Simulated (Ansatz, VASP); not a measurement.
**Be3Ag: VASP beside Ansatz**

Contents of INCAR:

```
PREC = Accurate
ENCUT = 520
EDIFF = 1E-7
ISMEAR = -1
SIGMA = 0.1844
LREAL = Auto
LASPH = T
NELM = 100
ALGO = Normal
ISIF = 2
LWAVE = F
LCHARG = F
GGA = PE
NBANDS = 58
```

Contents of KPOINTS:

```
regular mesh
0
Gamma
  4 4 4
```

POSCAR

```
Be3Ag
1.0
    5.9946500000      0.0085350000     -0.1640780000
    0.0085350000      5.8394660000      0.0032650000
   -0.1640780000      0.0032650000      6.0504030000
Be Ag
15 5
Direct
    0.6063531271      0.6066794730      0.7653889794
    0.7518233095      0.2747024365      0.6973009173
    0.4194603626      0.9145241704      0.5702750996
    0.3036455682      0.6445335817      0.2687035833
    0.7239332117      0.2710023403      0.0641346112
    0.9704279973      0.4166738738      0.4429870506
    0.0045108630      0.5479410006      0.7645497622
    0.3167759173      0.5046134988      0.5927142536
    0.5726276773      0.9049287549      0.1751674172
    0.9972320673      0.0807401104      0.0512887118
    0.1870107565      0.0579573201      0.3291626892
    0.2223382324      0.1909041692      0.6683893583
    0.6496466934      0.6638965938      0.4262331152
    0.0406673262      0.7920218405      0.4540584228
    0.8546049071      0.0644501313      0.3939810594
    0.3441446945      0.3723816812      0.9651461186
    0.7998773742      0.9033060830      0.7552657010
    0.2760447616      0.8258642013      0.9085537516
    0.8799697480      0.6066044869      0.0931683844
    0.5424936033      0.2510659231      0.3771924366
```

Input for Ansatz:

```yaml
crystal:
  lattice:
    - [5.99465, 0.008535, -0.164078]
    - [0.008535, 5.839466, 0.003265]
    - [-0.164078, 0.003265, 6.050403]
  atoms:
    - { symbol: Be, position: [0.6063531271, 0.606679473, 0.7653889794] }
    - { symbol: Be, position: [0.7518233095, 0.2747024365, 0.6973009173] }
    - { symbol: Be, position: [0.4194603626, 0.9145241704, 0.5702750996] }
    - { symbol: Be, position: [0.3036455682, 0.6445335817, 0.2687035833] }
    - { symbol: Be, position: [0.7239332117, 0.2710023403, 0.0641346112] }
    - { symbol: Be, position: [0.9704279973, 0.4166738738, 0.4429870506] }
    - { symbol: Be, position: [0.004510863, 0.5479410006, 0.7645497622] }
    - { symbol: Be, position: [0.3167759173, 0.5046134988, 0.5927142536] }
    - { symbol: Be, position: [0.5726276773, 0.9049287549, 0.1751674172] }
    - { symbol: Be, position: [0.9972320673, 0.0807401104, 0.0512887118] }
    - { symbol: Be, position: [0.1870107565, 0.0579573201, 0.3291626892] }
    - { symbol: Be, position: [0.2223382324, 0.1909041692, 0.6683893583] }
    - { symbol: Be, position: [0.6496466934, 0.6638965938, 0.4262331152] }
    - { symbol: Be, position: [0.0406673262, 0.7920218405, 0.4540584228] }
    - { symbol: Be, position: [0.8546049071, 0.0644501313, 0.3939810594] }
    - { symbol: Ag, position: [0.3441446945, 0.3723816812, 0.9651461186] }
    - { symbol: Ag, position: [0.7998773742, 0.903306083, 0.755265701] }
    - { symbol: Ag, position: [0.2760447616, 0.8258642013, 0.9085537516] }
    - { symbol: Ag, position: [0.879969748, 0.6066044869, 0.0931683844] }
    - { symbol: Ag, position: [0.5424936033, 0.2510659231, 0.3771924366] }
basis:
  ecutwfc: 420
kpoints:
  mp_grid: { grid: [4, 4, 4] }
hamiltonian:
  xc: pbe
scf:
  occupations: { method: fermi_dirac, width: 0.1844 }
output:
  forces: true
  stress: true
  eigenvalues: true
  populations: true
  write_density: true
  write_potential: true
  elf: true
  volumetric_format: npy
```

Alike in both runs: task single point; functional PBE; k mesh 4 × 4 × 4; occupations fermi-dirac, width 0.1844 eV; no spin polarisation.

|  | VASP | Ansatz |
| --- | --- | --- |
| version | VASP 6.6.1 | Ansatz 0.2.0 |
| potentials or method | VASP PAW PBE potentials, release 64 (Be, Ag), cutoff 520 eV | scalar-relativistic, plane waves, PAW |
| valence electrons in the cell | 85 | 125 |

Ansatz gave:

```
gap on the k mesh at the Fermi level (eV) : none
rms of the force components (eV/Å)        : 0.873
```

Question: What did VASP give for the same quantities?

Answer: gap on the k mesh at the Fermi level (eV): none; rms of the force components (eV/Å): 0.875.

Atom by atom the forces differ by 0.006 eV/Å (rms over components). A gap of «none» marks a metal or a gap that the smearing closes. VASP's potentials hold 85 valence electrons a cell and Ansatz's 125, so a difference there can come from the potentials and not from the codes.
